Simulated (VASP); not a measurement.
SnO: single point with PBEsol

SnO:

```
CELL_PARAMETERS angstrom
4.01365 0.00000 0.00000
0.00000 4.01365 0.00000
0.00000 0.00000 4.33943
ATOMIC_POSITIONS crystal
Sn 0.00000 0.50000 0.23850
Sn 0.50000 0.00000 0.76150
O 0.00000 0.00000 0.00000
O 0.50000 0.50000 0.00000
```

This cell differs from its parent crystal: ratio of the length along z to the lengths across it x 0.85, volume and fractional coordinates fixed.

* Program: VASP 6.6.1
* Task: single point
* Functional: PBEsol
* Potentials or basis: VASP PAW PBE potentials, release 64 (Sn_d, O)
* Cutoff: 520 eV
* k mesh: 14 × 14 × 12
* Occupations: gaussian, width 0.15 eV
* Spin: no spin polarisation
* Dipole correction: no
* Further INCAR settings: ALGO = Normal; EDIFF = 1e-06; NBANDS = 28

- Pressure: -2.5 GPa
- Largest force: 0.484 eV/Å
- Band gap on the k mesh: 0.66 eV (least direct gap 1.51 eV)

Forces on the atoms (eV/Å):
```
Sn   0.000  0.000  0.484
Sn   0.000  0.000 -0.484
O    0.000  0.000  0.000
O    0.000  0.000  0.000
```

Stress tensor (GPa, compression positive):
```
-5.44  0.00  0.00
 0.00 -5.44  0.00
 0.00  0.00  3.35
```

Levels at points of the mesh, in eV from the valence-band top:
```tsv
k point	band 16	band 17	band 18	band 19	band 20	band 21	band 22	band 23	band 24	band 25
(0.00, 0.00, 0.00)	-5.76	-2.92	-2.92	-2.65	-0.34	2.32	4.97	4.97	5.52	6.85
(0.50, 0.00, 0.00)	-4.44	-3.90	-3.90	-1.68	-1.68	3.92	3.92	6.08	6.08	6.34
(0.50, 0.50, 0.00)	-3.97	-2.21	-2.21	-0.89	-0.89	0.66	0.66	5.77	5.77	7.84
(0.00, 0.00, 0.50)	-2.93	-2.93	-2.85	-2.48	-0.66	1.15	3.07	3.10	3.10	8.75
(0.50, 0.00, 0.50)	-4.85	-4.33	-4.33	-0.81	-0.81	3.19	3.19	5.39	5.39	6.95
(0.50, 0.50, 0.50)	-4.72	-2.22	-2.22	-2.21	-2.21	3.41	3.41	4.98	4.98	5.46
```

Wall time 2.5 min on 1 thread of Intel(R) Xeon(R) 6975P-C (Granite Rapids), on a shared host, peak memory 0.47 GiB.

Caveat: the stress differs along the axes, from -5 to 3 GPa; semilocal functionals underestimate gaps, and a narrow one can read as zero; the PAW data sets were made with another functional, which shifts forces and pressure a little; spin-orbit coupling is left out, which moves the levels of the heavy elements. A k mesh can miss the band edges.
